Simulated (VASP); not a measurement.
# Zn (a cell with a defect) in VASP: single point with LDA

Aim: the single point of Zn (a cell with a defect) with LDA.

All numbers are computed with VASP 6.6.1; they aren't measurements. Logs are shortened: lines on timing, memory, paths and dates and some standing lists are left out, and cuts for length are marked.

## (1) The cell of the first run

The cell holds a defect, 17 atoms: a = 7.998 Å, b = 7.998 Å, c = 4.958 Å, α = 90.00°, β = 90.00°, γ = 120.00°.

## (2) Single point, LDA

Input file INCAR:

```
PREC = Accurate
ENCUT = 520
EDIFF = 1E-6
ISMEAR = 0
SIGMA = 0.1
LREAL = Auto
LASPH = True
NELM = 80
ALGO = Normal
ISIF = 2
LWAVE = False
LCHARG = False
NBANDS = 116
```

Input file KPOINTS:

```
regular mesh
0
Gamma
  2 2 3
```

Input file POSCAR:

```
Zn
1.0
    7.9977453100      0.0000000100      0.0000000000
   -3.9988726600      6.9262506100      0.0000000000
    0.0000000000      0.0000000000      4.9584000700
Zn
17
Direct
    0.1181958270      0.2282356051      0.2498015454
    0.2254037813      0.1115031842      0.7484363802
    0.0961127825      0.5437078747      0.2500306515
    0.2246798013      0.4426822202      0.7519486018
    0.0916040535      0.8864568068      0.2510507386
    0.2263738101      0.7767459338      0.7479864367
    0.4488783241      0.2193599512      0.2510376296
    0.5635869989      0.1131844686      0.7609041116
    0.4529897373      0.5655567804      0.2481237864
    0.5646750757      0.4453721310      0.7473610333
    0.4200800788      0.8816786079      0.2495688090
    0.5642390222      0.7814494882      0.7443090408
    0.8918825990      0.1136727553      0.7452754816
    0.7766063238      0.5532730777      0.2491900578
    0.8916261428      0.4410760111      0.7492795957
    0.7671095888      0.9645798815      0.2455685267
    0.8926052428      0.7776210095      0.7544788535
```

Potentials or basis: VASP PAW LDA potentials, release 64 (Zn).

The run is started by

```sh
> cat potpaw_LDA.64/Zn/POTCAR > POTCAR
> mpirun -np 1 vasp_std > vasp.out
```

OUTCAR:

```text
PREC = Accurate
   ENCUT = 520
   EDIFF = 1E-6
   ISMEAR = 0
   LREAL = Auto
   LASPH = True
   NELM = 80
   ISIF = 2

 ion  position               nearest neighbor table
   1  0.118  0.228  0.250-  16 2.53   3 2.62   5 2.63   7 2.68   9 2.69   4 2.88   4 2.90  13 2.91
                             2 2.92   2 2.93  13 2.95
   2  0.225  0.112  0.748-   4 2.65  17 2.67  13 2.68   6 2.68  10 2.69   8 2.70   7 2.91   1 2.92
                             5 2.92   1 2.93   7 2.93   5 2.94
   3  0.096  0.544  0.250-  14 2.59   1 2.62  11 2.65   5 2.76   9 2.77  15 2.85  15 2.86   4 2.94
                             6 2.95   4 2.96   6 2.97
   4  0.225  0.443  0.752-  13 2.65   2 2.65  15 2.66   6 2.67  10 2.71  12 2.71   1 2.88   1 2.90
                             9 2.93   3 2.94   3 2.96   9 2.96
   5  0.092  0.886  0.251-  14 2.60   1 2.63  11 2.65   3 2.76   7 2.77  17 2.82  17 2.85   2 2.92
                             2 2.94  16 2.96   6 2.99   6 3.02
   6  0.226  0.777  0.748-   4 2.67  17 2.67  15 2.68   2 2.68  12 2.68   8 2.69  11 2.81  11 2.83
                             3 2.95   3 2.97   5 2.99   5 3.02
   7  0.449  0.219  0.251-  11 2.59  14 2.65   1 2.68   9 2.75   5 2.77   8 2.87   2 2.91  10 2.92
                             2 2.93  10 2.95   8 2.96
   8  0.564  0.113  0.761-  15 2.62  13 2.62  10 2.65  12 2.66   6 2.69   2 2.70   7 2.87  11 2.91
                             7 2.96  11 3.01
   9  0.453  0.566  0.248-  14 2.64  11 2.67   1 2.69   7 2.75   3 2.77  12 2.88  12 2.91  16 2.91
[... 15 lines left out ...]
  17  0.893  0.778  0.754-  10 2.64  12 2.64   2 2.67   6 2.67  15 2.69  13 2.69   5 2.82   5 2.85
                            14 2.90  14 2.95

  LATTYP: Found a hexagonal cell.
 ALAT       =     7.9977453100
 C/A-ratio  =     0.6199747401

  Lattice vectors:

 A1 = (   7.9977453100,   0.0000000100,   0.0000000000)
 A2 = (  -3.9988726600,   6.9262506100,   0.0000000000)
 A3 = (   0.0000000000,   0.0000000000,   4.9584000700)

Analysis of symmetry for initial positions (statically):
=====================================================================
 Subroutine PRICEL returns:
 Original cell was already a primitive cell.

 Routine SETGRP: Setting up the symmetry group for a
 hexagonal supercell.

 Subroutine GETGRP returns: Found  1 space group operations
 (whereof  1 operations were pure point group operations)
 out of a pool of 24 trial point group operations.

The static configuration has the point symmetry C_1 .

Analysis of symmetry for dynamics (positions and initial velocities):
=====================================================================
 Subroutine PRICEL returns:
 Original cell was already a primitive cell.

 Routine SETGRP: Setting up the symmetry group for a
 hexagonal supercell.

 Subroutine GETGRP returns: Found  1 space group operations
 (whereof  1 operations were pure point group operations)
 out of a pool of 24 trial point group operations.

The dynamic configuration has the point symmetry C_1 .

 Subroutine INISYM returns: Found  1 space group operations
 (whereof  1 operations are pure point group operations),
 and found     1 'primitive' translations

----------------------------------------------------------------------------------------

                                     Primitive cell

  volume of cell :     274.6675

  direct lattice vectors                    reciprocal lattice vectors
     7.997745310  0.000000010  0.000000000     0.125035239  0.072189129  0.000000000
    -3.998872660  6.926250610  0.000000000    -0.000000000  0.144378258  0.000000000
     0.000000000  0.000000000  4.958400070     0.000000000  0.000000000  0.201677958

  length of vectors
     7.997745310  7.997745311  4.958400070     0.144378258  0.144378258  0.201677958

  position of ions in fractional coordinates (direct lattice)
     0.118195827  0.228235605  0.249801545
     0.225403781  0.111503184  0.748436380
     0.096112783  0.543707875  0.250030651
     0.224679801  0.442682220  0.751948602
     0.091604053  0.886456807  0.251050739
     0.226373810  0.776745934  0.747986437
[... 9 lines left out ...]
     0.767109589  0.964579882  0.245568527
     0.892605243  0.777621010  0.754478853

  ion indices of the primitive-cell ions
   primitive index   ion index
                 1           1
                 2           2
                 3           3
                 4           4
                 5           5
                 6           6
[... 9 lines left out ...]
                16          16
                17          17

----------------------------------------------------------------------------------------

 KPOINTS: regular mesh

Automatic generation of k-mesh.
 Grid dimensions read from file:
 generate k-points for:    2    2    3

 Generating k-lattice:

  Cartesian coordinates                     Fractional coordinates (reciprocal lattice)
     0.062517620  0.036094565  0.000000000     0.500000000  0.000000000  0.000000000
    -0.000000000  0.072189129  0.000000000     0.000000000  0.500000000  0.000000000
     0.000000000  0.000000000  0.067225986     0.000000000  0.000000000  0.333333333

  Length of vectors
     0.072189129  0.072189129  0.067225986

  Shift w.r.t. Gamma in fractional coordinates (k-lattice)
     0.000000000  0.000000000  0.000000000

 Subroutine IBZKPT returns following result:
 ===========================================

 Found      8 irreducible k-points:

 Following reciprocal coordinates:
            Coordinates               Weight
  0.000000  0.000000  0.000000      1.000000
  0.500000  0.000000  0.000000      1.000000
  0.000000  0.500000  0.000000      1.000000
  0.500000  0.500000  0.000000      1.000000
  0.000000  0.000000  0.333333      2.000000
  0.500000  0.000000  0.333333      2.000000
  0.000000  0.500000  0.333333      2.000000
  0.500000  0.500000  0.333333      2.000000
   k-points           NKPTS =      8   k-points in BZ     NKDIM =      8   number of bands    NBANDS=    116
   number of dos      NEDOS =    301   number of ions     NIONS =     17
   total plane-waves  NPLWV = 144000
   dimension x,y,z NGX =    60 NGY =   60 NGZ =   40
   dimension x,y,z NGXF=   120 NGYF=  120 NGZF=   80
   ions per type =              17
   NGX,Y,Z   is equivalent  to a cutoff of  12.47, 12.47, 13.41 a.u.
   NGXF,Y,Z  is equivalent  to a cutoff of  24.94, 24.94, 26.82 a.u.
 SYSTEM =  unknown system
   PREC   = accura    normal or accurate (medium, high low for compatibility)
   ISTART =      0    job   : 0-new  1-cont  2-samecut
   ICHARG =      2    charge: 1-file 2-atom 10-const
   ISPIN  =      1    spin polarized calculation?
   LNONCOLLINEAR =      F non collinear calculations
   LSORBIT =      F    spin-orbit coupling
   LASPH  =      T    aspherical Exc in radial PAW
   ENCUT  =  520.0 eV  38.22 Ry    6.18 a.u.  14.87 14.87  9.22*2*pi/ulx,y,z
   NELM   =     80;   NELMIN=  2; NELMDL= -5     # of ELM steps
   EDIFF  = 0.1E-05   stopping-criterion for ELM
   LREAL  =      T    real-space projection
   EDIFFG = 0.1E-04   stopping-criterion for IOM
   NSW    =      0    number of steps for IOM
   IBRION =     -1    ionic relax: 0-MD 1-quasi-New 2-CG
   NFREE  =      0    steps in history (QN), initial steepest desc. (CG)
   ISIF   =      2    stress and relaxation
   ISYM   =      2    0-nonsym 1-usesym 2-fastsym
   POTIM  = 0.5000    time-step for ionic-motion
   TEBEG  =    0.0;   TEEND  =   0.0 temperature during run
   PSTRESS=    0.0 pullay stress
   NELECT =     204.0000    total number of electrons
   NUPDOWN=      -1.0000    fix difference up-down
   EMIN   =  10.00;   EMAX   =-10.00  energy-range for DOS
   EFERMI =   0.00;   METHOD = LEGACY
   ISMEAR =     0;   SIGMA  =   0.10  broadening in eV -4-tet -1-fermi 0-gaus
   EFERMI_NEDOS =   21; number of points for ismear=-14 and -15
   IALGO  =     38    algorithm
   IMIX   =      4    mixing-type and parameters
     AMIX     =   0.40;   BMIX     =  1.00
     AMIX_MAG =   1.60;   BMIX_MAG =  1.00
  volume/ion in A,a.u.               =      16.16       109.03
  Fermi-wavevector in a.u.,A,eV,Ry     =   1.482572  2.801655 29.905871  2.198020
  Thomas-Fermi vector in A             =   2.596341
   LORBIT       =      0    0 simple, 1 ext, 2 COOP (PROOUT), +10 PAW based schemes
   GGA     = CA    functional components
   LHFCALC =     F    Hartree Fock is set to
   AEXX    =    0.0000 exact exchange contribution
   IVDW    =     0    specifies the selected vdW correction
   LEPSILON=     F    determine dielectric tensor
   LRPA    =     F    only Hartree local field effects (RPA)
 non-spin polarized calculation
 Gauss-broadening in eV      SIGMA  =   0.10
  energy-cutoff  :      520.00
  volume of cell :      274.67
 maximum number of plane-waves:      7477
 NGX is ok and might be reduce to    60
   NGX = 29   NGY = 29   NGZ = 19

 number of electron     204.0000050 magnetization

 Free energy of the ion-electron system (eV)
  ---------------------------------------------------
  ext. energy  EPLUGINS =         0.00000000
  ---------------------------------------------------
  free energy    TOTEN  =       -30.60965405 eV

  energy without entropy =      -30.59373558  energy(sigma->0) =      -30.60169481

 E-fermi :   2.4305     XC(G=0): -11.5263

 val. band max:        2.4038597447   @ k =   0.5000   0.5000   0.0000
 cond. band min:       2.4596411979   @ k =   0.0000   0.0000   0.0000
 fundamental gap:      0.0557814532
 Fermi energy:         2.4305022162

 k-point     1 :       0.0000    0.0000    0.0000
  band No.  band energies     occupation
      1      -7.6343      2.00000
      2      -6.0916      2.00000
      3      -5.9957      2.00000
      4      -5.9587      2.00000
      5      -5.9547      2.00000
      6      -5.9464      2.00000
[... 925 lines left out ...]
    113       6.3487      0.00000
    114       6.5032      0.00000
 [bands above 114 left out]

------------------------ aborting loop because EDIFF is reached ----------------------------------------

  FORCE on cell =-STRESS in cart. coord.  units (eV):
  Direction    XX          YY          ZZ          XY          YZ          ZX
  --------------------------------------------------------------------------------------
  -------------------------------------------------------------------------------------
  Total      -19.7695214    -20.9996078     -2.3575893      0.5338573      0.0461006      0.0422284
  in kB     -115.3186108   -122.4938907    -13.7521753      3.1140706      0.2689117      0.2463249
  external PRESSURE =     -83.8548923 kB  Pullay stress =       0.0000000 kB

 VOLUME and BASIS-vectors are now :
 -----------------------------------------------------------------------------
  energy-cutoff  :      520.00
  volume of cell :      274.67
      direct lattice vectors                 reciprocal lattice vectors
     7.997745310  0.000000010  0.000000000     0.125035239  0.072189129  0.000000000
    -3.998872660  6.926250610  0.000000000    -0.000000000  0.144378258  0.000000000
     0.000000000  0.000000000  4.958400070     0.000000000  0.000000000  0.201677958

 POSITION                                       TOTAL-FORCE (eV/Angst)
 -----------------------------------------------------------------------------------
      0.03261      1.58082      1.23862        -0.015495      0.054347      0.005300
      1.35683      0.77230      3.71105        -0.010326      0.007710     -0.006411
     -1.40553      3.76586      1.23975        -0.003780      0.028515      0.002471
      0.02670      3.06613      3.72846        -0.015094      0.016212     -0.000185
     -2.81220      6.13982      1.24481        -0.021314      0.036280      0.003715
     -1.29563      5.37994      3.70882        -0.017079      0.006066     -0.005961
[... 9 lines left out ...]
      2.27791      6.68092      1.21763         0.209413     -0.348384     -0.002290
      4.02922      5.38600      3.74101        -0.005060      0.010386      0.003610
 -----------------------------------------------------------------------------------
    total drift:                                0.000031      0.002054      0.005571

  FREE ENERGIE OF THE ION-ELECTRON SYSTEM (eV)
  ---------------------------------------------------
  free  energy   TOTEN  =       -30.6096540455 eV

  energy  without entropy=      -30.5937355789  energy(sigma->0) =      -30.60169481
```

Wall time 19 min (1 thread of Oxide Virtual Turin-like, shared host); peak memory 0.34 GiB.

What came out:

```
Free energy            : -30.6097 eV
Pressure               : -8.4 GPa
Largest force          : 0.406 eV/Å
Band gap on the k mesh : zero (bands 102 and 103 overlap by 1.68 eV)
```

Forces on the atoms (eV/Å):
```
Zn  -0.015  0.054  0.005
Zn  -0.010  0.008 -0.006
Zn  -0.004  0.029  0.002
Zn  -0.015  0.016  0.000
Zn  -0.021  0.036  0.004
Zn  -0.017  0.006 -0.006
Zn  -0.009  0.019  0.000
Zn  -0.013  0.015  0.015
Zn  -0.016  0.031  0.001
Zn  -0.020  0.004 -0.003
Zn   0.004  0.075  0.004
Zn  -0.020  0.007 -0.007
Zn  -0.031  0.025 -0.007
Zn  -0.004  0.008  0.003
Zn  -0.011  0.005 -0.005
Zn   0.209 -0.348 -0.002
Zn  -0.005  0.010  0.004
```

Stress tensor (GPa, compression positive):
```
-11.53   0.31   0.02
  0.31 -12.25   0.03
  0.02   0.03  -1.38
```

Caveat: the k points lie up to 0.45 Å⁻¹ apart, too coarse for converged energies and pressures of a metal.

The gap in the log of VASP goes by the Fermi energy; the results here count the filled bands.